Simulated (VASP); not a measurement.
# Be (P6_3/mmc) in VASP: elastic constants with PBEsol

Aim: the elastic constants of Be with PBEsol.

Everything below comes from runs of VASP 6.6.1. Logs are shortened: lines on timing, memory, paths and dates and some standing lists are left out, and cuts for length are marked.

**1. The cell of the first run**

The structure is hexagonal, space group P6_3/mmc (No. 194). Conventional cell: a = 2.242 Å, b = 2.242 Å, c = 3.543 Å, α = 90.00°, β = 90.00°, γ = 120.00°. Be (site symmetry -6m2) has 12 Be at 2.19 to 2.24 Å within 2.9 Å.

**2. Elastic constants, PBEsol**

Contents of INCAR:

```
SYSTEM = Be
PREC = Accurate
ENCUT = 600
EDIFF = 1E-8
ISMEAR = -1
SIGMA = 0.05
LREAL = .FALSE.
LASPH = .TRUE.
NELM = 60
ALGO = Normal
ISIF = 3
LWAVE = .FALSE.
LCHARG = .TRUE.
GGA = PS
NBANDS = 9
IBRION = 6
NFREE = 2
POTIM = 0.015
NSW = 1
```

Contents of KPOINTS:

```
regular mesh
0
G
  22 22 12
  0 0 0
```

Contents of POSCAR:

```
Be
1.0
    2.2416505453      0.0000000000      0.0000000000
   -1.1208252726      1.9413263186      0.0000000000
    0.0000000000      0.0000000000      3.5434701307
Be
2
Direct
    0.3333333333      0.6666666667      0.2500000000
    0.6666666667      0.3333333333      0.7500000000
```

Potentials or basis: VASP PAW PBE potentials, release 64 (Be).

Run with:

```
$ cat potpaw_PBE.64/Be/POTCAR > POTCAR
$ mpirun -np 1 vasp_std > vasp.out
```

OUTCAR:

```text
SYSTEM = Be
   PREC = Accurate
   ENCUT = 600
   EDIFF = 1E-8
   ISMEAR = -1
   LREAL = .FALSE.
   LASPH = .TRUE.
   NELM = 60
   ISIF = 3
   GGA = PS
   IBRION = 6
   NFREE = 2
   POTIM = 0.015
   NSW = 1

 ion  position               nearest neighbor table
   1  0.333  0.667  0.250-   2 2.19   2 2.19   2 2.19   2 2.19   2 2.19   2 2.19
   2  0.667  0.333  0.750-   1 2.19   1 2.19   1 2.19   1 2.19   1 2.19   1 2.19

  LATTYP: Found a hexagonal cell.
 ALAT       =     2.2416505453
 C/A-ratio  =     1.5807415380

  Lattice vectors:

 A1 = (   2.2416505453,   0.0000000000,   0.0000000000)
 A2 = (  -1.1208252726,   1.9413263186,   0.0000000000)
 A3 = (   0.0000000000,   0.0000000000,   3.5434701307)

Analysis of symmetry for initial positions (statically):
=====================================================================
 Subroutine PRICEL returns:
 Original cell was already a primitive cell.

 Routine SETGRP: Setting up the symmetry group for a
 hexagonal supercell.

 Subroutine GETGRP returns: Found 24 space group operations
 (whereof 12 operations were pure point group operations)
 out of a pool of 24 trial point group operations.

The static configuration has the point symmetry D_3d.
 The point group associated with its full space group is D_6h.

Analysis of symmetry for dynamics (positions and initial velocities):
=====================================================================
 Subroutine PRICEL returns:
 Original cell was already a primitive cell.

 Routine SETGRP: Setting up the symmetry group for a
 hexagonal supercell.

 Subroutine GETGRP returns: Found 24 space group operations
 (whereof 12 operations were pure point group operations)
 out of a pool of 24 trial point group operations.

The dynamic configuration has the point symmetry D_3d.
 The point group associated with its full space group is D_6h.
[... 632 lines left out ...]
      8      26.2499      0.00000
      9      30.1073      0.00000

 [... further k-points ...]

------------------------ aborting loop because EDIFF is reached ----------------------------------------

  FORCE on cell =-STRESS in cart. coord.  units (eV):
  Direction    XX          YY          ZZ          XY          YZ          ZX
  --------------------------------------------------------------------------------------
  -------------------------------------------------------------------------------------
  Total        0.2297154      0.2297154      0.2409104      0.0000000      0.0000000      0.0000000
  in kB       23.8674194     23.8674194     25.0305756      0.0000000      0.0000000      0.0000000
  external PRESSURE =      24.2551382 kB  Pullay stress =       0.0000000 kB
[... 17 lines left out ...]
  FREE ENERGIE OF THE ION-ELECTRON SYSTEM (eV)
  ---------------------------------------------------
  free  energy   TOTEN  =        -7.9946374463 eV

  energy  without entropy=       -7.9936511488  energy(sigma->0) =       -7.99414430

 INTERNAL STRAIN TENSORS FROM STRAINED CELLS
 ============================================

 INTERNAL STRAIN TENSOR FOR ION    1 for displacements in x,y,z  (eV/Angst):
          X           Y           Z          XY          YZ          ZX
  --------------------------------------------------------------------------------
  x    -0.00000     0.00000    -0.00000    -2.36895    -0.00000     0.00000
  y    -2.37955     2.37009     0.00000    -0.00000    -0.00001     0.00001
  z    -0.00000    -0.00000     0.00000     0.00000     0.00172    -0.00000

 INTERNAL STRAIN TENSORS FROM DISPLACED ATOMS
 ============================================

 INTERNAL STRAIN TENSOR FOR ION    1 for displacements in x,y,z  (eV/Angst):
          X           Y           Z          XY          YZ          ZX
  --------------------------------------------------------------------------------
  x    -0.00000     0.00000     0.00000    -2.33826     0.00000     0.00000
  y    -2.33826     2.33826     0.00000     0.00000     0.00000     0.00000
  z     0.00000    -0.00000    -0.00000    -0.00000    -0.00000    -0.00000

 INTERNAL STRAIN TENSOR FOR ION    2 for displacements in x,y,z  (eV/Angst):
          X           Y           Z          XY          YZ          ZX
  --------------------------------------------------------------------------------
  x     0.00000    -0.00000    -0.00000     2.33826     0.00000     0.00000
  y     2.33826    -2.33826    -0.00000    -0.00000     0.00000     0.00000
  z    -0.00000     0.00000     0.00000     0.00000     0.00000     0.00000

 Eigenvectors and eigenvalues of the dynamical matrix
 ----------------------------------------------------

   1 f  =   21.529435 THz   135.273428 2PiTHz  718.144644 cm-1    89.038548 meV
             X         Y         Z           dx          dy          dz
     -0.000000  1.294218  0.885868     0.000000   -0.000000    0.707107
      1.120825  0.647109  2.657603    -0.000000   -0.000000   -0.707107
[... 16 lines left out ...]
   5 f  =    0.000000 THz     0.000001 2PiTHz    0.000003 cm-1     0.000000 meV
             X         Y         Z           dx          dy          dz
     -0.000000  1.294218  0.885868    -0.000004    0.641693   -0.297036
      1.120825  0.647109  2.657603    -0.000004    0.641693   -0.297036

   6 f/i=    0.000000 THz     0.000002 2PiTHz    0.000010 cm-1     0.000001 meV
             X         Y         Z           dx          dy          dz
     -0.000000  1.294218  0.885868     0.000000   -0.297036   -0.641693
      1.120825  0.647109  2.657603     0.000000   -0.297036   -0.641693

--------------------------------------------------------------------------------------------------------

 ELASTIC MODULI CONTR FROM IONIC RELAXATION (kBar)
 Direction    XX          YY          ZZ          XY          YZ          ZX
 --------------------------------------------------------------------------------
 XX        -149.8305    149.8305      0.0000     -0.0000      0.0000      0.0000
 YY         149.8305   -149.8305     -0.0000     -0.0000     -0.0000     -0.0000
 ZZ           0.0000     -0.0000     -0.0000      0.0000     -0.0000     -0.0000
 XY          -0.0000     -0.0000      0.0000   -149.8305     -0.0000     -0.0000
 YZ           0.0000     -0.0000     -0.0000     -0.0000     -0.0000     -0.0000
 ZX           0.0000     -0.0000     -0.0000     -0.0000     -0.0000     -0.0000
 --------------------------------------------------------------------------------

 TOTAL ELASTIC MODULI (kBar)
 Direction    XX          YY          ZZ          XY          YZ          ZX
 --------------------------------------------------------------------------------
 XX        3382.8510    249.3682     92.7440      0.0000     -0.0000      0.0000
 YY         249.3682   3382.8510     92.7440      0.0000     -0.0000     -0.0000
 ZZ          92.7440     92.7440   4033.4462      0.0000      0.0000     -0.0000
 XY           0.0000      0.0000      0.0000   1566.7414      0.0000      0.0000
 YZ           0.0000     -0.0000      0.0000      0.0000   1693.3386      0.0000
 ZX           0.0000     -0.0000     -0.0000      0.0000      0.0000   1693.3386
 --------------------------------------------------------------------------------
```

stdout:

```text
POSCAR found type information on POSCAR Be
 POSCAR found :  1 types and       2 ions
 scaLAPACK will be used
 -----------------------------------------------------------------------------
|                                                                             |
|                                                                             |
|     You enforced a specific xc type in the INCAR file but a different       |
|     I HOPE YOU KNOW WHAT YOU ARE DOING!                                     |
[... 32 lines left out ...]
 Finite differences progress:
 bond charge predicted
 Finite differences progress:
 bond charge predicted
 Finite differences progress:
 bond charge predicted
 Finite differences progress:
 bond charge predicted
 Finite differences progress:
 bond charge predicted
 Finite differences progress:
 bond charge predicted
 Finite differences progress:
```

Run time: 20 min. Hardware: 1 thread of Oxide Virtual Turin-like, shared host; peak memory 0.53 GiB.

Results:

```
Voigt bulk modulus            : 130 GPa
Highest phonon frequency at Γ : 718 cm⁻¹
```

Phonon frequencies in cm⁻¹ (negative: imaginary):
```csv
q point,frequencies
"(0.000, 0.000, 0.000)",0 0 0 478 478 718
```

Elastic tensor in Voigt notation (GPa, in the Cartesian axes of the cell as first typed):
```
338  25   9   0   0   0
 25 338   9   0   0   0
  9   9 403   0   0   0
  0   0   0 169   0   0
  0   0   0   0 169   0
  0   0   0   0   0 157
```

Clamped-ion elastic tensor (GPa):
```
353  10   9   0   0   0
 10 353   9   0   0   0
  9   9 403   0   0   0
  0   0   0 169   0   0
  0   0   0   0 169   0
  0   0   0   0   0 172
```

Caveat: the cell is under stress, which shifts elastic constants; the PAW data sets were made with another functional, which shifts forces and pressure a little.
